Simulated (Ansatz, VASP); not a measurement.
# One calculation of MgS, two programs

INCAR

```
  PREC = Accurate
  ENCUT = 600
  EDIFF = 1E-6
  ISMEAR = 0
  SIGMA = 0.02
  LREAL = F
  LASPH = T
  NELM = 100
  ALGO = Normal
  ISIF = 3
  LWAVE = F
  LCHARG = F
  GGA = CA
  IBRION = 2
  NSW = 100
  EDIFFG = -0.005
```

The input KPOINTS:

```
Automatic mesh
0
Gamma
  8 8 8
```

Contents of POSCAR:

```
MgS
1.0
    0.0000000000      2.6016500000      2.6016500000
    2.6016500000      0.0000000000      2.6016500000
    2.6016500000      2.6016500000      0.0000000000
Mg S
1 1
Direct
    0.0000000000      0.0000000000      0.0000000000
    0.5000000000      0.5000000000      0.5000000000
```

Input for Ansatz:

```yaml
crystal:
  lattice:
    - [0.0, 2.60165, 2.60165]
    - [2.60165, 0.0, 2.60165]
    - [2.60165, 2.60165, 0.0]
  atoms:
    - { symbol: Mg, position: [0.0, 0.0, 0.0] }
    - { symbol: S, position: [0.5, 0.5, 0.5] }
basis:
  ecutwfc: 420
kpoints:
  mp_grid: { grid: [8, 8, 8] }
hamiltonian:
  xc: lda
scf:
  occupations: { method: gaussian, width: 0.02 }
output:
  forces: true
  stress: true
  eigenvalues: true
relax:
  adjacent_minimum: "off"
  f_tol: 0.005
  max_steps: 80
  cell: { stress_tol: 0.05 }
```

Alike in both runs: task relaxation of cell and atoms; functional LDA; k mesh 8 × 8 × 8; occupations gaussian, width 0.02 eV; no spin polarisation.

|  | VASP | Ansatz |
| --- | --- | --- |
| version | VASP 6.6.1 | Ansatz 0.2.0 |
| potentials or method | VASP PAW LDA potentials, release 64 (Mg, S), cutoff 600 eV | scalar-relativistic, plane waves, PAW |
| valence electrons in the cell | 8 | 16 |

```csv
,VASP,Ansatz,Ansatz less VASP
"gap on the k mesh at the Fermi level, each at its own relaxed structure (eV)",2.66,2.65,-0.014
relaxed volume (Å³/atom),16.76,16.86,+0.104
relaxed cell length with the largest relative difference (Å),3.619,3.626,+0.0075
```

LDA's correlation is that of Perdew and Zunger in VASP and of Perdew and Wang (1992) in Ansatz. VASP's potentials hold 8 valence electrons a cell and Ansatz's 16, so a difference there can come from the potentials and not from the codes.
